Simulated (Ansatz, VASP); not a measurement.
**One calculation of Pb, two programs**

INCAR

```
SYSTEM = Pb
  PREC = Accurate
  ENCUT = 520
  EDIFF = 1E-6
  ISMEAR = 0
  SIGMA = 0.15
  LREAL = .False.
  LASPH = .True.
  NELM = 60
  ALGO = Normal
  ISIF = 2
  LWAVE = .False.
  LCHARG = .False.
  GGA = PE
  NBANDS = 13
```

The input KPOINTS:

```
Automatic mesh
0
Gamma
  16 16 16
  0 0 0
```

File POSCAR:

```
Pb
1.0
    0.0000000000      2.2722160000      2.5685920000
    2.2722160000      0.0000000000      2.5685920000
    2.2722160000      2.2722160000      0.0000000000
Pb
1
Direct
    0.0000000000      0.0000000000      0.0000000000
```

Input for Ansatz:

```yaml
crystal:
  lattice:
    - [0.0, 2.272216, 2.568592]
    - [2.272216, 0.0, 2.568592]
    - [2.272216, 2.272216, 0.0]
  atoms:
    - { symbol: Pb, position: [0.0, 0.0, 0.0] }
basis:
  ecutwfc: 420
kpoints:
  mp_grid: { grid: [16, 16, 16] }
hamiltonian:
  xc: pbe
scf:
  occupations: { method: gaussian, width: 0.15 }
output:
  forces: true
  stress: true
  eigenvalues: true
```

Change from the starting cell: strain -0.080 along x and y, +0.040 along z, atoms carried along.

Alike in both runs: task single point; functional PBE; k mesh 16 × 16 × 16; occupations gaussian, width 0.15 eV; no spin polarisation.

|  | VASP | Ansatz |
| --- | --- | --- |
| version | VASP 6.6.1 | Ansatz 0.2.0 |
| potentials or method | VASP PAW PBE potentials, release 64 (Pb_d), cutoff 520 eV | scalar-relativistic, plane waves, PAW |
| valence electrons in the cell | 14 | 14 |

Ansatz gave:

```
gap on the k mesh at the Fermi level (eV)                     : none
pressure (GPa)                                                : 11.9
traceless stress, the component that is largest in VASP (GPa) : -2.33
```

**Question.** Which values does VASP return?

**Answer.** gap on the k mesh at the Fermi level (eV): none; pressure (GPa): 11.8; traceless stress, the component that is largest in VASP (GPa): -2.33.

A gap of «none» marks a metal or a gap that the smearing closes.

Spin-orbit coupling is off throughout.
